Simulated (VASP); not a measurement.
A run of VASP 6.6.1:

The input INCAR:

```
PREC = Accurate ; ENCUT = 520
EDIFF = 1E-6 ; ISMEAR = 0
SIGMA = 0.15 ; LREAL = F
LASPH = T ; NELM = 100
ALGO = Normal ; ISIF = 2
LWAVE = F ; LCHARG = F
GGA = PE ; NBANDS = 12
```

Contents of KPOINTS:

```
Automatic mesh
0
Gamma
  22 22 22
```

Contents of POSCAR:

```
Cu
1.0
    0.0000000000      1.7171250000      1.8978750000
    1.7171250000      0.0000000000      1.8978750000
    1.7171250000      1.7171250000      0.0000000000
Cu
1
Direct
    0.0000000000      0.0000000000      0.0000000000
```

Potentials or basis: VASP PAW PBE potentials, release 64 (Cu).

Command:

```console
$ cat potpaw_PBE.64/Cu/POTCAR > POTCAR
$ mpirun -np 1 vasp_std > vasp.out
```

Hardware: 1 thread of AMD EPYC 7R13, with other jobs on the host.

Task: How long does it take, and how much memory?

Result: Wall time 2.5 min on 1 thread of AMD EPYC 7R13 (shared host), peak memory 0.19 GiB. Counts: scf iterations 12, k points 834.
